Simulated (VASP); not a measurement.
SiC: single point with LDA

The system is SiC.

```
Si C
1.0
     2.92245    0.00000    0.00000
    -1.46123    2.53092    0.00000
     0.00000    0.00000    4.60813
Si C
2 2
Direct
  0.33333 0.66667 0.00077
  0.66667 0.33333 0.50077
  0.33333 0.66667 0.38423
  0.66667 0.33333 0.88423
```

This cell differs from its parent crystal: volume 8.521 Å^3 an atom, c/a of the conventional cell 1.5768.

```
Program                : VASP 6.6.1
Task                   : single point
Functional             : LDA
Potentials or basis    : VASP PAW LDA potentials, release 64 (Si, C)
Cutoff                 : 520 eV
k mesh                 : 12 × 12 × 6
Occupations            : gaussian, width 0.05 eV
Spin                   : no spin polarisation
Dipole correction      : no
Further INCAR settings : ALGO = Normal; EDIFF = 1e-06; NBANDS = 16
```

| Quantity | Value |
| --- | --- |
| Pressure | 56.0 GPa |
| Largest force | 0.005 eV/Å |
| Band gap on the k mesh | 1.74 eV, indirect (least direct gap 3.94 eV) |

Forces in eV/Å, atoms in the order of the input:
```
Si   0.000  0.000 -0.005
Si   0.000  0.000 -0.005
C    0.000  0.000  0.005
C    0.000  0.000  0.005
```

Stress tensor (GPa, compression positive):
```
48.85  0.00  0.00
 0.00 48.85  0.00
 0.00  0.00 70.44
```

Levels at points of the mesh, in eV from the valence-band top:
```
           k point  band 5  band 6  band 7  band 8  band 9  band 10  band 11  band 12
(0.00, 0.00, 0.00)   -2.06   -0.47   -0.47    0.00    5.49     7.07     7.07     8.51
(0.50, 0.00, 0.00)   -6.37   -4.33   -4.09   -1.58    2.36     4.42     7.46     7.89
(0.00, 0.00, 0.50)   -1.33   -1.33   -1.33   -1.33    6.75     6.75     7.66     7.66
(0.50, 0.00, 0.50)   -3.22   -3.22   -2.52   -2.52    3.42     3.42     5.90     5.90
```

Wall time 84 s on 1 thread of AMD EPYC 7R13, with other jobs on the host, peak memory 0.12 GiB.

 A k mesh can miss the band edges.
